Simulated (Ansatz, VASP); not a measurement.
## AlN in VASP and in Ansatz

```
Al N
1.0
    -3.08862    0.00000    0.00000
    -1.54431   -2.67482    0.00000
     0.00000    0.00000   10.58717
Al N
4 4
Direct
  0.33333 0.33333 0.84471
  0.33333 0.33333 0.37777
  0.66667 0.66667 0.14429
  0.66667 0.66667 0.61124
  0.33333 0.33333 0.08918
  0.33333 0.33333 0.55612
  0.66667 0.66667 0.32265
  0.66667 0.66667 0.78959
```

Alike in both runs: task single point; functional LDA; k mesh 8 × 8 × 3; occupations gaussian, width 0.05 eV; no spin polarisation.

```csv
,VASP,Ansatz
version,VASP 6.6.1,Ansatz 0.2.0
potentials or method,"VASP PAW LDA potentials, release 64 (Al, N), cutoff 520 eV","scalar-relativistic, plane waves, PAW"
valence electrons in the cell,32,32
```

|  | VASP | Ansatz | Ansatz less VASP |
| --- | --- | --- | --- |
| gap on the k mesh at the Fermi level (eV) | 2.21 | 2.19 | -0.013 |
| least direct gap on the mesh (eV) | 2.21 | 2.19 | -0.013 |
| pressure (GPa) | -4.3 | -4.8 | -0.55 |
| traceless stress, the component that is largest in VASP (GPa) | -7.63 | -7.42 | +0.209 |
| rms of the force components (eV/Å) | 0.670 | 0.667 | -0.0032 |

Ansatz warns that its potentials were made for another functional, while VASP's fit it. LDA's correlation is that of Perdew and Zunger in VASP and of Perdew and Wang (1992) in Ansatz. Atom by atom the forces differ by 0.010 eV/Å (rms over components).
